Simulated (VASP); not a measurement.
Ir: single point with LDA

Ir:

```
CELL_PARAMETERS angstrom
2.59402 0.00000 0.00000
-1.29701 2.24648 0.00000
0.00000 0.00000 4.21265
ATOMIC_POSITIONS crystal
Ir 0.33333 0.66667 0.25000
Ir 0.66667 0.33333 0.75000
```

This isn't the form of Ir at room conditions, which is fcc.

- Program: VASP 6.6.1
- Task: single point
- Functional: LDA
- Potentials or basis: VASP PAW LDA potentials, release 64 (Ir)
- Cutoff: 520 eV
- k mesh: 17 × 17 × 9
- Occupations: fermi-dirac, width 0.08 eV
- Spin: no spin polarisation
- Dipole correction: no
- Further INCAR settings: ALGO = Normal; EDIFF = 1e-06; NBANDS = 16

```
Pressure               : 72.8 GPa
Band gap on the k mesh : zero (bands 9 and 10 overlap by 4.14 eV)
```

Stress tensor (GPa, compression positive):
```
72.75  0.00  0.00
 0.00 72.75  0.00
 0.00  0.00 72.86
```

Levels at points of the mesh, in eV from the Fermi level:
| k point | band 5 | band 6 | band 7 | band 8 | band 9 | band 10 | band 11 | band 12 | band 13 | band 14 |
| --- | --- | --- | --- | --- | --- | --- | --- | --- | --- | --- |
| (0.00, 0.00, 0.00) | -4.84 | -4.00 | -4.00 | -2.97 | -2.97 | -1.13 | 0.34 | 0.34 | 8.53 | 13.93 |

Run time: 75 s on 1 thread of Intel Xeon 8259CL, on a shared host, peak memory 0.17 GiB.

Caveat: the cell stands under pressure; spin-orbit coupling is left out, which moves the levels of the heavy elements.
